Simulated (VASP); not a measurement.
Wanted: the native input for a VASP 6.6.1 run.

| Property | Result |
| --- | --- |
| Task | single point |
| Functional | PBE |
| Potentials or basis | VASP PAW PBE potentials, release 64 (Ni) |
| Cutoff | 520 eV |
| k mesh | 14 × 14 × 14 |
| Occupations | fermi-dirac, width 0.05 eV |
| Spin | no spin polarisation |
| Dipole correction | no |
| Further INCAR settings | ALGO = Normal; EDIFF = 1e-07; NBANDS = 11 |

The structure of Ni lies in POSCAR:

```
Ni
1.0
    0.0000000000      1.7716500000      1.7716500000
    1.7716500000      0.0000000000      1.7716500000
    1.7716500000      1.7716500000      0.0000000000
Ni
1
Direct
    0.0000000000      0.0000000000      0.0000000000
```

One way to write it, as run:

INCAR

```
SYSTEM = Ni
ALGO = Normal
EDIFF = 1E-7
ENCUT = 520
GGA = PE
ISIF = 2
ISMEAR = -1
LASPH = .True.
LCHARG = .False.
LREAL = .False.
LWAVE = .False.
NBANDS = 11
NELM = 100
PREC = Accurate
SIGMA = 0.05
```

KPOINTS

```
k-points
0
Gamma
  14 14 14
  0 0 0
```

Potentials or basis: VASP PAW PBE potentials, release 64 (Ni).

Run with:

```sh
$ cat potpaw_PBE.64/Ni/POTCAR > POTCAR
$ mpirun -np 1 vasp_std > vasp.out
```

Results of the run:

```
Pressure               : -4.9 GPa
Band gap on the k mesh : zero (band 5 reaches 9.03 eV, above the bottom of band 6 at 8.10 eV)
```

Caveat: the run has no spin polarisation, though such a crystal can be magnetic.

Wall time 16 s on 1 thread of Intel(R) Xeon(R) Platinum 8259CL CPU @ 2.50GHz (Skylake/Cascade Lake) (shared host), peak memory 0.13 GiB.
